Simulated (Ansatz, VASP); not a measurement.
## Two plane-wave programs on Al8H

The input INCAR:

```
PREC = Accurate
ENCUT = 520
EDIFF = 1E-6
ISMEAR = 0
SIGMA = 0.1
LREAL = Auto
LASPH = True
NELM = 80
ALGO = Normal
ISIF = 2
LWAVE = False
LCHARG = True
LDIPOL = True
IDIPOL = 3
DIPOL = 0.5 0.5 0.294
GGA = PE
LELF = True
LVHAR = True
LVACPOTAV = True
NBANDS = 40
```

File KPOINTS:

```
regular mesh
0
Gamma
  5 4 1
```

Contents of POSCAR:

```
Al8H
1.0
    5.7143028096      0.0000000000      0.0000000000
    0.0000000000      8.0812445328      0.0000000000
    0.0000000000      0.0000000000     22.2437981863
Al H
16 2
Direct
    0.2500000000      0.2500000000      0.1798254042
    0.2500000000      0.7500000000      0.1798254042
    0.7500000000      0.2500000000      0.1798254042
    0.7500000000      0.7500000000      0.1798254042
    0.0000000000      0.0000000000      0.2440489550
    0.0000000000      0.5000000000      0.2440489550
    0.5000000000      0.0000000000      0.2440489550
    0.5000000000      0.5000000000      0.2440489550
    0.2500000000      0.2500000000      0.3102692916
    0.2500000000      0.7500000000      0.3102692916
    0.7500000000      0.2500000000      0.3102692916
    0.7500000000      0.7500000000      0.3102692916
    0.0000000000      0.0000000000      0.3706110853
    0.0000000000      0.5000000000      0.3706110853
    0.5000000000      0.0000000000      0.3706110853
    0.5000000000      0.5000000000      0.3706110853
    0.7500000000     -0.1382831562      0.4339995403
    0.7500000000      0.1382831562      0.4339995403
```

Input for Ansatz:

```yaml
crystal:
  lattice:
    - [5.7143028096, 0.0, 0.0]
    - [0.0, 8.0812445328, 0.0]
    - [0.0, 0.0, 22.2437981863]
  atoms:
    - { symbol: Al, position: [0.25, 0.25, 0.1798254042] }
    - { symbol: Al, position: [0.25, 0.75, 0.1798254042] }
    - { symbol: Al, position: [0.75, 0.25, 0.1798254042] }
    - { symbol: Al, position: [0.75, 0.75, 0.1798254042] }
    - { symbol: Al, position: [0.0, 0.0, 0.244048955] }
    - { symbol: Al, position: [0.0, 0.5, 0.244048955] }
    - { symbol: Al, position: [0.5, 0.0, 0.244048955] }
    - { symbol: Al, position: [0.5, 0.5, 0.244048955] }
    - { symbol: Al, position: [0.25, 0.25, 0.3102692916] }
    - { symbol: Al, position: [0.25, 0.75, 0.3102692916] }
    - { symbol: Al, position: [0.75, 0.25, 0.3102692916] }
    - { symbol: Al, position: [0.75, 0.75, 0.3102692916] }
    - { symbol: Al, position: [0.0, 0.0, 0.3706110853] }
    - { symbol: Al, position: [0.0, 0.5, 0.3706110853] }
    - { symbol: Al, position: [0.5, 0.0, 0.3706110853] }
    - { symbol: Al, position: [0.5, 0.5, 0.3706110853] }
    - { symbol: H, position: [0.75, -0.1382831562, 0.4339995403] }
    - { symbol: H, position: [0.75, 0.1382831562, 0.4339995403] }
basis:
  ecutwfc: 420
kpoints:
  mp_grid: { grid: [5, 4, 1] }
hamiltonian:
  xc: pbe
scf:
  occupations: { method: gaussian, width: 0.1 }
output:
  forces: true
  eigenvalues: true
  write_density: true
  write_potential: true
  elf: true
  volumetric_format: npy
efield:
  axis: 3
  dipole_correction: true
  ramp_width: 0.04
```

Alike in both runs: task single point; functional PBE; k mesh 5 × 4 × 1; occupations gaussian, width 0.1 eV; no spin polarisation.

|  | VASP | Ansatz |
| --- | --- | --- |
| version | VASP 6.6.1 | Ansatz 0.2.0 |
| potentials or method | VASP PAW PBE potentials, release 64 (Al, H), cutoff 520 eV | scalar-relativistic, plane waves, PAW |
| valence electrons in the cell | 50 | 50 |

```tsv
	VASP	Ansatz	Ansatz less VASP
gap on the k mesh at the Fermi level (eV)	none	none	-
rms of the force components (eV/Å)	0.398	0.398	-0.0002
work function, face that differs most (eV)	4.07	4.07	-0.003
```

Atom by atom the forces differ by 0.001 eV/Å (rms over components). A gap of «none» marks a metal or a gap that the smearing closes. Ansatz's warnings: xc potential rough in thin density.
